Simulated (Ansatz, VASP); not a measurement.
**Eu: VASP beside Ansatz**

INCAR

```
SYSTEM = Eu
PREC = Accurate
ENCUT = 520
EDIFF = 1E-7
ISMEAR = -1
SIGMA = 0.05
LREAL = .FALSE.
LASPH = .TRUE.
NELM = 150
ALGO = Normal
ISIF = 2
LWAVE = .FALSE.
LCHARG = .FALSE.
ISPIN = 2
MAGMOM = 7
LORBIT = 11
LMAXMIX = 6
GGA = CA
NBANDS = 18
```

The input KPOINTS:

```
Automatic mesh
0
G
  11 11 11
  0 0 0
```

POSCAR

```
Eu
1.0
    3.4929783778      0.0000000000      0.0000000000
    0.0000000000      3.4929783778      0.0000000000
    0.0000000000      0.0000000000      3.4929783778
Eu
1
Direct
    0.0000000000      0.0000000000      0.0000000000
```

Input for Ansatz:

```yaml
crystal:
  lattice:
    - [3.4929783778, 0.0, 0.0]
    - [0.0, 3.4929783778, 0.0]
    - [0.0, 0.0, 3.4929783778]
  atoms:
    - { symbol: Eu, position: [0.0, 0.0, 0.0], spin: 7.0 }
magnetization:
  spin_polarized: true
kpoints:
  mp_grid: { grid: [11, 11, 11] }
  band_path:
    path:
      - [0.0, 0.0, 0.0]
      - [0.0, 0.5, 0.0]
      - [0.5, 0.5, 0.0]
      - [0.0, 0.0, 0.0]
      - [0.5, 0.5, 0.5]
      - [0.0, 0.5, 0.0]
      - [0.5, 0.5, 0.5]
      - [0.5, 0.5, 0.0]
    npoints: 5
scf:
  occupations: { method: fermi_dirac, width: 0.05 }
hamiltonian:
  xc: lda
  pseudopotentials: { kind: all_electron, lapw: { basis_error: 0.0005 } }
output:
  forces: true
  stress: true
  eigenvalues: true
```

Alike in both runs: task single point; functional LDA; k mesh 11 × 11 × 11; occupations fermi-dirac, width 0.05 eV; collinear spin.

|  | VASP | Ansatz |
| --- | --- | --- |
| version | VASP 6.6.1 | Ansatz 0.2.0 |
| potentials or method | VASP PAW PBE potentials, release 64 (Eu), cutoff 520 eV | all-electron LAPW, scalar-relativistic |

Ansatz gave:

| Quantity | Value |
| --- | --- |
| pressure (GPa) | -2.3 |
| net moment per atom (μB) | 7.27 |
| size of the moment on the site where the two differ most (μB) | 7.10 |

Question: Which values does VASP return?

Answer: Pressure (GPa): -2.7; net moment per atom (μB): 7.22; size of the moment on the site where the two differ most (μB): 6.72.

VASP's potentials were made for PBE, not for LDA. LDA's correlation is that of Perdew and Zunger in VASP and of Perdew and Wang (1992) in Ansatz. Site moments also hang on the region over which each program counts them. Ansatz ran all-electron here, and VASP with PAW potentials.

Neither program's run includes spin-orbit coupling.
